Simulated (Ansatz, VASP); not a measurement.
## Two plane-wave programs on P

INCAR

```
  PREC = Accurate
  ENCUT = 600
  EDIFF = 1E-7
  ISMEAR = 0
  SIGMA = 0.1
  LREAL = False
  LASPH = True
  NELM = 100
  ALGO = Normal
  ISIF = 3
  LWAVE = False
  LCHARG = False
  GGA = PE
  IBRION = 2
  NSW = 100
  EDIFFG = -0.01
```

KPOINTS

```
regular mesh
0
Gamma
  6 6 8
```

POSCAR

```
P
1.0
    5.8681737575      0.0000000000      0.0000000000
   -2.9340868788      5.0819875478      0.0000000000
    0.0000000000      0.0000000000      4.9007396569
P
6
Direct
    0.2503293516      0.5006587031      0.2500000000
    0.4993412969      0.7496706484      0.5833333333
    0.2503293516      0.7496706484      0.9166666667
    0.7496706484      0.4993412969      0.7500000000
    0.5006587031      0.2503293516      0.0833333333
    0.7496706484      0.2503293516      0.4166666667
```

Input for Ansatz:

```yaml
crystal:
  lattice:
    - [5.8681737575, 0.0, 0.0]
    - [-2.9340868788, 5.0819875478, 0.0]
    - [0.0, 0.0, 4.9007396569]
  atoms:
    - { symbol: P, position: [0.2503293516, 0.5006587031, 0.25] }
    - { symbol: P, position: [0.4993412969, 0.7496706484, 0.5833333333] }
    - { symbol: P, position: [0.2503293516, 0.7496706484, 0.9166666667] }
    - { symbol: P, position: [0.7496706484, 0.4993412969, 0.75] }
    - { symbol: P, position: [0.5006587031, 0.2503293516, 0.0833333333] }
    - { symbol: P, position: [0.7496706484, 0.2503293516, 0.4166666667] }
basis:
  ecutwfc: 420
kpoints:
  mp_grid: { grid: [6, 6, 8] }
hamiltonian:
  xc: pbe
scf:
  occupations: { method: gaussian, width: 0.1 }
output:
  forces: true
  stress: true
  eigenvalues: true
  write_density: true
  write_potential: true
  elf: true
  volumetric_format: npy
relax:
  adjacent_minimum: "off"
  f_tol: 0.01
  max_steps: 80
  cell: { stress_tol: 0.05 }
```

Alike in both runs: task relaxation of cell and atoms; functional PBE; k mesh 6 × 6 × 8; occupations gaussian, width 0.1 eV; no spin polarisation.

```csv
,VASP,Ansatz
version,VASP 6.6.1,Ansatz 0.2.0
potentials or method,"VASP PAW PBE potentials, release 64 (P), cutoff 600 eV","scalar-relativistic, plane waves, PAW"
valence electrons in the cell,30,30
```

VASP gave:

- gap on the k mesh at the Fermi level, each at its own relaxed structure (eV): none
- relaxed volume (Å³/atom): 24.42
- relaxed cell length with the largest relative difference (Å): 4.905

What did Ansatz give for the same quantities?

gap on the k mesh at the Fermi level, each at its own relaxed structure (eV): none; relaxed volume (Å³/atom): 24.41; relaxed cell length with the largest relative difference (Å): 4.911.

A gap of «none» marks a metal or a gap that the smearing closes.
